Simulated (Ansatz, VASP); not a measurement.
Pd3C: VASP beside Ansatz

```
CELL_PARAMETERS angstrom
3.66364 0.00000 0.00000
0.00000 3.66364 0.00000
0.00000 0.00000 3.66364
ATOMIC_POSITIONS crystal
Pd 0.00000 0.50000 0.50000
Pd 0.50000 0.00000 0.50000
Pd 0.50000 0.50000 0.00000
C 0.00000 0.00000 0.00000
```

Alike in both runs: task relaxation of cell and atoms; functional PBE; k mesh 6 × 6 × 6; occupations gaussian, width 0.1 eV; no spin polarisation.

```csv
,VASP,Ansatz
version,VASP 6.6.1,Ansatz 0.2.0
potentials or method,"VASP PAW PBE potentials, release 64 (Pd, C), cutoff 600 eV","scalar-relativistic, plane waves, PAW"
valence electrons in the cell,34,58
```

```tsv
	VASP	Ansatz	Ansatz less VASP
gap on the k mesh at the Fermi level, each at its own relaxed structure (eV)	none	none	-
relaxed volume (Å³/atom)	13.63	13.64	+0.017
relaxed cell length with the largest relative difference (Å)	3.792	3.793	+0.0016
```

A gap of «none» marks a metal or a gap that the smearing closes. VASP's potentials hold 34 valence electrons a cell and Ansatz's 58, so a difference there can come from the potentials and not from the codes.
